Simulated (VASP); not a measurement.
Runs of VASP 6.6.1 on PF2. The structure is that of space group P6/mmm (No. 191), or close to it. The cells are those of the table. The cell was generated, and may not be a known phase.

```tsv
task	spin	cell	k mesh	cutoff (eV)	gap on the mesh (eV)	pressure (GPa)	moment (μB)	relaxed volume (Å³/atom)
relaxation of cell and atoms	off	relaxed from a = 3.785, b = 3.785, c = 2.744 Å, angles 90.0, 90.0, 120.0°, 3 atoms	12 × 12 × 16	600	none	0.0	-	11.22
single point	off	a = 3.788, b = 3.788, c = 2.723 Å, angles 90.0, 90.0, 120.0°, 3 atoms	12 × 12 × 16	520	none	(a)	-	-
relaxation of cell and atoms	collinear	relaxed from a = 4.985, b = 4.985, c = 2.312 Å, angles 90.0, 90.0, 120.0°, 3 atoms	6 × 6 × 8	600	none	0.1	0.00	11.26
single point	collinear	a = 4.985, b = 4.985, c = 2.312 Å, angles 90.0, 90.0, 120.0°, 3 atoms	6 × 6 × 8	520	none	(b)	0.26	-
single point	collinear	a = 3.785, b = 3.785, c = 2.744 Å, angles 90.0, 90.0, 120.0°, 3 atoms	6 × 6 × 8	520	none	-0.3	0.00	-
```

Alike in all rows: level PBE+D3(BJ); potentials or basis VASP PAW PBE potentials, release 64 (P, F); smearing gaussian 0.1 eV.

**Question.** Fill in the values left out.

**Answer.** (a) -0.4; (b) -12.5.

Caveats: an odd number of electrons without spin polarisation forces a metal (at least some runs); a magnetic or distorted state may lie lower (at least some runs); the volume moved by over 15 % at a fixed basis, so the end points are rough (at least some runs); the stress differs along the axes, from -18 to -2 GPa (at least some runs); a moment this small can come from the mesh or the smearing (at least some runs).

A gap of «none» marks levels without a gap at the run's occupations.
